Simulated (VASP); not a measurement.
Input of a VASP 6.6.1 run:

Contents of INCAR:

```
ALGO     = Normal         # electronic algorithm
EDIFF    = 1E-8           # SCF threshold, eV
ENCUT    = 520            # plane-wave cutoff, eV
GGA      = PE             # functional
ISIF     = 2              # what is computed and relaxed
ISMEAR   = -1             # smearing method
LASPH    = True           # aspherical terms in the spheres
LCHARG   = False          # write CHGCAR
LEFG     = True         
LREAL    = False          # projectors in reciprocal space
LWAVE    = False          # write WAVECAR
NBANDS   = 14             # bands
NELM     = 100            # most SCF steps
PREC     = Accurate       # precision mode
SIGMA    = 0.08           # smearing width, eV
```

KPOINTS

```
k-points
0
Gamma
  11 11 11
```

The input POSCAR:

```
HfC
1.0
    0.0000000000      2.5714843981      2.5714843981
    2.5714843981      0.0000000000      2.5714843981
    2.5714843981      2.5714843981      0.0000000000
Hf C
1 1
Direct
    0.0000000000      0.0000000000      0.0000000000
    0.2500000000      0.2500000000      0.2500000000
```

Potentials or basis: VASP PAW PBE potentials, release 64 (Hf_pv, C).

Command:

```sh
$ cat potpaw_PBE.64/Hf_pv/POTCAR potpaw_PBE.64/C/POTCAR > POTCAR
$ mpirun -np 1 vasp_std > vasp.out
```

Problem. What does it give for the band gap on the k mesh?

Solution. 0.58 eV, indirect (least direct gap 0.61 eV).

Problem. Predict the pressure.

Solution. -8.6 GPa.

Caveat: without QUAD_EFG the Cq values of the log hold for a quadrupole moment of 1 mb, not for the nuclei; spin-orbit coupling is left out, which moves the levels of the heavy elements. A k mesh can miss the band edges.
